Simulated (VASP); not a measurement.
# Hf (P6/mmm) in VASP: notebook, part 3 of 3

VASP 6.6.1. Earlier steps stand in the parts before.

## Step 5: Relaxation of shape and atoms at fixed volume, PBEsol (volume scaled by 0.800)

INCAR reads:

```
PREC = Accurate
ENCUT = 600
EDIFF = 1E-6
ISMEAR = 0
SIGMA = 0.05
LREAL = F
LASPH = T
NELM = 60
ALGO = Fast
ISIF = 4
LWAVE = F
LCHARG = F
GGA = PS
IBRION = 2
NSW = 60
EDIFFG = -0.01
```

KPOINTS reads:

```
Automatic mesh
0
Gamma
  10 10 14
```

POSCAR reads:

```
Hf
1.0
    4.5631615826      0.0000000000      0.0000000000
   -2.2815807913      3.9518138521      0.0000000000
    0.0000000000      0.0000000000      2.8451095520
Hf
3
Direct
    0.6666666667      0.3333333333      0.5000000000
    0.3333333333      0.6666666667      0.5000000000
    0.0000000000      0.0000000000      0.0000000000
```

Potentials or basis: VASP PAW PBE potentials, release 64 (Hf_pv).

On the command line:

```sh
$ cat potpaw_PBE.64/Hf_pv/POTCAR > POTCAR
$ mpirun -np 1 vasp_std > vasp.out
```

OUTCAR:

```text
PREC = Accurate
   ENCUT = 600
   EDIFF = 1E-6
   ISMEAR = 0
   LREAL = F
   LASPH = T
   NELM = 60
   ISIF = 4
   GGA = PS
   IBRION = 2
   NSW = 60
   EDIFFG = -0.01

 ion  position               nearest neighbor table
   1  0.667  0.333  0.500-   2 2.63   2 2.63   2 2.63   3 2.99   3 2.99   3 2.99   3 2.99   3 2.99
                             3 2.99
   2  0.333  0.667  0.500-   1 2.63   1 2.63   1 2.63   3 2.99   3 2.99   3 2.99   3 2.99   3 2.99
                             3 2.99
   3  0.000  0.000  0.000-   1 2.99   2 2.99   1 2.99   2 2.99   2 2.99   2 2.99   1 2.99   1 2.99
                             1 2.99   1 2.99   2 2.99   2 2.99

  LATTYP: Found a hexagonal cell.
 ALAT       =     4.5631615826
 C/A-ratio  =     0.6234952457

  Lattice vectors:

 A1 = (   4.5631615826,   0.0000000000,   0.0000000000)
 A2 = (  -2.2815807913,   3.9518138521,   0.0000000000)
 A3 = (   0.0000000000,   0.0000000000,   2.8451095520)

Analysis of symmetry for initial positions (statically):
=====================================================================
 Subroutine PRICEL returns:
 Original cell was already a primitive cell.

[... 214 lines left out ...]
  ext. energy  EPLUGINS =         0.00000000
  ---------------------------------------------------
  free energy    TOTEN  =       -30.15371958 eV

  energy without entropy =      -30.15149306  energy(sigma->0) =      -30.15260632

 E-fermi :   6.5700     XC(G=0): -12.6809

 val. band max:        6.5598511662   @ k =   0.3000   0.3000   0.2143
 cond. band min:       6.5971982557   @ k =   0.4000   0.1000   0.2143
 fundamental gap:      0.0373470895
 Fermi energy:         6.5699856917

 k-point     1 :       0.0000    0.0000    0.0000
  band No.  band energies     occupation
      1     -24.0192      2.00000
      2     -24.0192      2.00000
      3     -23.7363      2.00000
      4     -23.7363      2.00000
      5     -22.9740      2.00000
      6     -22.5108      2.00000
[... 505 lines left out ...]
      6     -22.8006      2.00000
[... 11 lines left out ...]
     18       8.0303      0.00000
     19       8.7842      0.00000

 [... further k-points ...]
[... 5 lines left out ...]
  --------------------------------------------------------------------------------------
  -------------------------------------------------------------------------------------
  Total       12.0354056     12.0354056     11.9989114      0.0000000     -0.0000000      0.0000000
  in kB      375.8460513    375.8460513    374.7063983      0.0000000     -0.0000000      0.0000000
  external PRESSURE =     375.4661670 kB  Pullay stress =       0.0000000 kB

 VOLUME and BASIS-vectors are now :
 -----------------------------------------------------------------------------
  energy-cutoff  :      600.00
  volume of cell :       51.31
      direct lattice vectors                 reciprocal lattice vectors
     4.561212297  0.000000000 -0.000000000     0.219239960  0.126578250 -0.000000000
    -2.280606149  3.950125721  0.000000000    -0.000000000  0.253156499 -0.000000000
     0.000000000  0.000000000  2.847541851     0.000000000 -0.000000000  0.351180089

 POSITION                                       TOTAL-FORCE (eV/Angst)
 -----------------------------------------------------------------------------------
      2.28061      1.31671      1.42377        -0.000000     -0.000000      0.000000
     -0.00000      2.63342      1.42377         0.000000      0.000000     -0.000000
      4.56121      0.00000     -0.00000         0.000000     -0.000000      0.000000
 -----------------------------------------------------------------------------------
    total drift:                                0.000000      0.000000     -0.000000

  FREE ENERGIE OF THE ION-ELECTRON SYSTEM (eV)
  ---------------------------------------------------
  free  energy   TOTEN  =       -30.1537195772 eV

  energy  without entropy=      -30.1514930640  energy(sigma->0) =      -30.15260632

 reached required accuracy - stopping structural energy minimisation
```

OSZICAR:

```text
N       E                     dE             d eps       ncg     rms          rms(c)
DAV:   1     0.112367741915E+03    0.11237E+03   -0.18624E+04  4264   0.173E+03
DAV:   2    -0.238150574116E+02   -0.13618E+03   -0.13144E+03  4820   0.363E+02
DAV:   3    -0.308524268371E+02   -0.70374E+01   -0.65367E+01  5754   0.466E+01
DAV:   4    -0.310145726205E+02   -0.16215E+00   -0.15775E+00  5236   0.591E+00
[... 12 lines left out ...]
DAV:   1    -0.301539120925E+02   -0.20665E-03   -0.10917E-02  5058   0.789E-01    0.131E-01
RMM:   2    -0.301537632126E+02    0.14888E-03   -0.19344E-04  4527   0.978E-02    0.384E-02
RMM:   3    -0.301537239367E+02    0.39276E-04   -0.68806E-05  4735   0.482E-02    0.445E-02
RMM:   4    -0.301537204885E+02    0.34482E-05   -0.19691E-05  4236   0.224E-02    0.362E-02
RMM:   5    -0.301537195772E+02    0.91124E-06   -0.51333E-06  3449   0.111E-02
   2 F= -.30153720E+02 E0= -.30152606E+02  d E =-.141781E-04
```

CONTCAR:

```text
Hf
   1.00000000000000
     4.5612122972193641    0.0000000000000000   -0.0000000000000000
    -2.2806061486096820    3.9501257214392922    0.0000000000000000
     0.0000000000000000    0.0000000000000000    2.8475418507642272
  Hf
     3
Direct
     0.6666666667000030    0.3333333332999970    0.5000000000000000
     0.3333333332999970    0.6666666667000030    0.5000000000000000
     1.0000000000000000    0.0000000000000000    0.0000000000000000

  0.00000000E+00  0.00000000E+00  0.00000000E+00
  0.00000000E+00  0.00000000E+00  0.00000000E+00
  0.00000000E+00  0.00000000E+00  0.00000000E+00
```

Run time: 6.3 min. Hardware: 1 thread of AMD EPYC 7R13, shared host; peak memory 0.23 GiB.

Results:

```
Free energy               : -30.1537 eV
Energy gained by relaxing : 0.0 meV/atom
Ionic steps               : 2
Pressure after relaxing   : 37.5 GPa
Band gap on the k mesh    : zero (band 15 reaches 7.18 eV, above the bottom of band 16 at 6.12 eV)
```

Final structure:
```
Hf
1.0
     4.56121    0.00000    0.00000
    -2.28061    3.95013    0.00000
     0.00000    0.00000    2.84754
Hf
3
Direct
  0.66667 0.33333 0.50000
  0.33333 0.66667 0.50000
  0.00000 0.00000 0.00000
```

Caveat: the PAW data sets were made with another functional, which shifts forces and pressure a little; spin-orbit coupling is left out, which moves the levels of the heavy elements.

## Step 6: Relaxation of shape and atoms at fixed volume, PBEsol (volume scaled by 0.840)

INCAR reads:

```
ALGO = Fast ; EDIFF = 1E-6
EDIFFG = -0.01 ; ENCUT = 600
GGA = PS ; IBRION = 2
ISIF = 4 ; ISMEAR = 0
LASPH = T ; LCHARG = F
LREAL = F ; LWAVE = F
NELM = 80 ; NSW = 60
PREC = Accurate ; SIGMA = 0.05
```

KPOINTS reads:

```
k-points
0
Gamma
  10 10 14
```

POSCAR reads:

```
Hf
1.0
    4.6379808081      0.0000000000      0.0000000000
   -2.3189904041      4.0166092021      0.0000000000
    0.0000000000      0.0000000000      2.8917589834
Hf
3
Direct
    0.6666666667      0.3333333333      0.5000000000
    0.3333333333      0.6666666667      0.5000000000
    0.0000000000      0.0000000000      0.0000000000
```

Potentials or basis: VASP PAW PBE potentials, release 64 (Hf_pv).

On the command line:

```sh
$ cat potpaw_PBE.64/Hf_pv/POTCAR > POTCAR
$ mpirun -np 1 vasp_std > vasp.out
```

OUTCAR:

```text
EDIFF = 1E-6
   EDIFFG = -0.01
   ENCUT = 600
   GGA = PS
   IBRION = 2
   ISIF = 4
   ISMEAR = 0
   LASPH = T
   LREAL = F
   NELM = 80
   NSW = 60
   PREC = Accurate

 ion  position               nearest neighbor table
   1  0.667  0.333  0.500-   2 2.68   2 2.68   2 2.68   3 3.04   3 3.04   3 3.04   3 3.04   3 3.04
                             3 3.04
   2  0.333  0.667  0.500-   1 2.68   1 2.68   1 2.68   3 3.04   3 3.04   3 3.04   3 3.04   3 3.04
                             3 3.04
   3  0.000  0.000  0.000-   1 3.04   2 3.04   1 3.04   2 3.04   1 3.04   1 3.04   2 3.04   2 3.04
                             1 3.04   1 3.04   2 3.04   2 3.04

  LATTYP: Found a hexagonal cell.
 ALAT       =     4.6379808081
 C/A-ratio  =     0.6234952457

  Lattice vectors:

 A1 = (   4.6379808081,   0.0000000000,   0.0000000000)
 A2 = (  -2.3189904041,   4.0166092021,   0.0000000000)
 A3 = (   0.0000000000,   0.0000000000,   2.8917589834)

Analysis of symmetry for initial positions (statically):
=====================================================================
 Subroutine PRICEL returns:
 Original cell was already a primitive cell.

 Routine SETGRP: Setting up the symmetry group for a
 hexagonal supercell.

 Subroutine GETGRP returns: Found 24 space group operations
 (whereof 24 operations were pure point group operations)
 out of a pool of 24 trial point group operations.

The static configuration has the point symmetry D_6h.

Analysis of symmetry for dynamics (positions and initial velocities):
=====================================================================
 Subroutine PRICEL returns:
 Original cell was already a primitive cell.

 Routine SETGRP: Setting up the symmetry group for a
 hexagonal supercell.

 Subroutine GETGRP returns: Found 24 space group operations
 (whereof 24 operations were pure point group operations)
 out of a pool of 24 trial point group operations.

The dynamic configuration has the point symmetry D_6h.
[... 130 lines left out ...]
   LEPSILON=     F    determine dielectric tensor
   LRPA    =     F    only Hartree local field effects (RPA)
 conjugate gradient relaxation of ions
 non-spin polarized calculation
 RMM-DIIS sequential band-by-band and
 Gauss-broadening in eV      SIGMA  =   0.05
  energy-cutoff  :      600.00
  volume of cell :       53.87
 maximum number of plane-waves:      1836
 NGX is ok and might be reduce to    40
   NGX = 19   NGY = 19   NGZ = 11

--------------------------------------- Ionic step        1  -------------------------------------------

 number of electron      30.0000001 magnetization

 Free energy of the ion-electron system (eV)
  ---------------------------------------------------
  ext. energy  EPLUGINS =         0.00000000
  ---------------------------------------------------
  free energy    TOTEN  =       -30.66604056 eV

  energy without entropy =      -30.66288110  energy(sigma->0) =      -30.66446083

------------------------ aborting loop because EDIFF is reached ----------------------------------------

  FORCE on cell =-STRESS in cart. coord.  units (eV):
  Direction    XX          YY          ZZ          XY          YZ          ZX
  --------------------------------------------------------------------------------------
  -------------------------------------------------------------------------------------
  Total        8.9711066      8.9711066      9.0840311     -0.0000000      0.0000000      0.0000000
  in kB      266.8123826    266.8123826    270.1709038     -0.0000000      0.0000000      0.0000000
  external PRESSURE =     267.9318896 kB  Pullay stress =       0.0000000 kB
[... 61 lines left out ...]
--------------------------------------- Ionic step        3  -------------------------------------------

 number of electron      30.0000001 magnetization

 Free energy of the ion-electron system (eV)
  ---------------------------------------------------
  ext. energy  EPLUGINS =         0.00000000
  ---------------------------------------------------
  free energy    TOTEN  =       -30.66608952 eV

  energy without entropy =      -30.66285765  energy(sigma->0) =      -30.66447358

 E-fermi :   6.1917     XC(G=0): -12.4366

 val. band max:        6.1843275189   @ k =   0.1000   0.0000   0.0000
 cond. band min:       6.2012553014   @ k =   0.4000   0.0000   0.0714
 fundamental gap:      0.0169277825
 Fermi energy:         6.1917285611

 k-point     1 :       0.0000    0.0000    0.0000
  band No.  band energies     occupation
      1     -24.3648      2.00000
      2     -24.3648      2.00000
      3     -24.1596      2.00000
      4     -24.1596      2.00000
      5     -23.4841      2.00000
      6     -23.0850      2.00000
[... 505 lines left out ...]
      6     -23.3299      2.00000
[... 11 lines left out ...]
     18       7.5760      0.00000
     19       8.1983      0.00000

 [... further k-points ...]

------------------------ aborting loop because EDIFF is reached ----------------------------------------

  FORCE on cell =-STRESS in cart. coord.  units (eV):
  Direction    XX          YY          ZZ          XY          YZ          ZX
  --------------------------------------------------------------------------------------
  -------------------------------------------------------------------------------------
  Total        9.0125537      9.0125537      8.9981055     -0.0000000     -0.0000000      0.0000000
  in kB      268.0450712    268.0450712    267.6153652     -0.0000000     -0.0000000      0.0000000
  external PRESSURE =     267.9018359 kB  Pullay stress =       0.0000000 kB
[... 18 lines left out ...]
  FREE ENERGIE OF THE ION-ELECTRON SYSTEM (eV)
  ---------------------------------------------------
  free  energy   TOTEN  =       -30.6660895158 eV

  energy  without entropy=      -30.6628576537  energy(sigma->0) =      -30.66447358

 reached required accuracy - stopping structural energy minimisation
```

It took 8.6 min on 1 thread of AMD EPYC 7R13, shared host; peak memory 0.25 GiB.

What came out:

```yaml
Free_energy: -30.6661 eV
Energy_gained_by_relaxing: 0.0 meV/atom
Ionic_steps: 3
Pressure_after_relaxing: 26.8 GPa
Band_gap_on_the_k_mesh: zero (band 15 reaches 6.74 eV, above the bottom of band 16 at 5.70 eV)
```

Final structure:
```
Hf
1.0
     4.63599    0.00000    0.00000
    -2.31800    4.01489    0.00000
     0.00000    0.00000    2.89424
Hf
3
Direct
  0.66667 0.33333 0.50000
  0.33333 0.66667 0.50000
  0.00000 0.00000 0.00000
```

Levels at points of the mesh, in eV from the Fermi level:
| k point | band 11 | band 12 | band 13 | band 14 | band 15 | band 16 | band 17 | band 18 | band 19 |
| --- | --- | --- | --- | --- | --- | --- | --- | --- | --- |
| (0.00, 0.00, 0.00) | -3.33 | -0.64 | -0.55 | -0.55 | -0.49 | -0.49 | 1.23 | 2.42 | 2.42 |
| (0.50, 0.00, 0.00) | -4.55 | -4.25 | -0.83 | -0.80 | -0.60 | -0.01 | 0.99 | 1.57 | 2.14 |
| (0.00, 0.00, 0.50) | -3.52 | -3.19 | -2.53 | -2.53 | -1.97 | 1.55 | 1.55 | 2.58 | 2.58 |
| (0.50, 0.00, 0.50) | -3.38 | -2.72 | -2.04 | -1.06 | -0.63 | 0.35 | 1.23 | 1.47 | 2.22 |

Caveat: the PAW data sets were made with another functional, which shifts forces and pressure a little; spin-orbit coupling is left out, which moves the levels of the heavy elements.

## Step 7: Overview

| cell | gap on the mesh (eV) | pressure (GPa) |
| --- | --- | --- |
| relaxed from a = 4.328, b = 4.328, c = 2.689 Å, angles 90.0, 90.0, 120.0°, 3 atoms | none | 87.2 |
| relaxed from a = 4.408, b = 4.408, c = 2.745 Å, angles 90.0, 90.0, 120.0°, 3 atoms | none | 67.0 |
| relaxed from a = 4.486, b = 4.486, c = 2.797 Å, angles 90.0, 90.0, 120.0°, 3 atoms | none | 50.8 |
| relaxed from a = 4.563, b = 4.563, c = 2.845 Å, angles 90.0, 90.0, 120.0°, 3 atoms | none | 37.5 |
| relaxed from a = 4.638, b = 4.638, c = 2.892 Å, angles 90.0, 90.0, 120.0°, 3 atoms | none | 26.8 |

Alike in all rows: task relaxation of shape and atoms at fixed volume; level PBEsol; potentials or basis VASP PAW PBE potentials, release 64 (Hf_pv); no spin polarisation; k mesh 10 × 10 × 14; cutoff (eV) 600; smearing gaussian 0.05 eV.

Caveats: the PAW data sets were made with another functional, which shifts forces and pressure a little; spin-orbit coupling is left out, which moves the levels of the heavy elements; the relaxation stopped at its first step, so nothing moved (some runs).

Total energies depend on the potentials used, so only differences within one code and one set of settings carry meaning.
